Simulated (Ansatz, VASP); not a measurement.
**One calculation of NbAs, two programs**

```
CELL_PARAMETERS angstrom
0.00000 2.85249 2.85249
2.85249 0.00000 2.85249
2.85249 2.85249 0.00000
ATOMIC_POSITIONS crystal
Nb 0.00000 0.00000 0.00000
As 0.25000 0.25000 0.25000
```

Alike in both runs: task single point; functional PBEsol; k mesh 10 × 10 × 10; occupations gaussian, width 0.05 eV; no spin polarisation.

```csv
,VASP,Ansatz
version,VASP 6.6.1,Ansatz 0.2.0
potentials or method,"VASP PAW PBE potentials, release 64 (Nb_sv, As), cutoff 520 eV","scalar-relativistic, plane waves, PAW"
valence electrons in the cell,18,28
```

|  | VASP | Ansatz | Ansatz less VASP |
| --- | --- | --- | --- |
| gap on the k mesh at the Fermi level (eV) | none | none | - |
| pressure (GPa) | 2.3 | 2.2 | -0.19 |

VASP's potentials were made for PBE, not for PBEsol. A gap of «none» marks a metal or a gap that the smearing closes. VASP's potentials hold 18 valence electrons a cell and Ansatz's 28, so a difference there can come from the potentials and not from the codes.
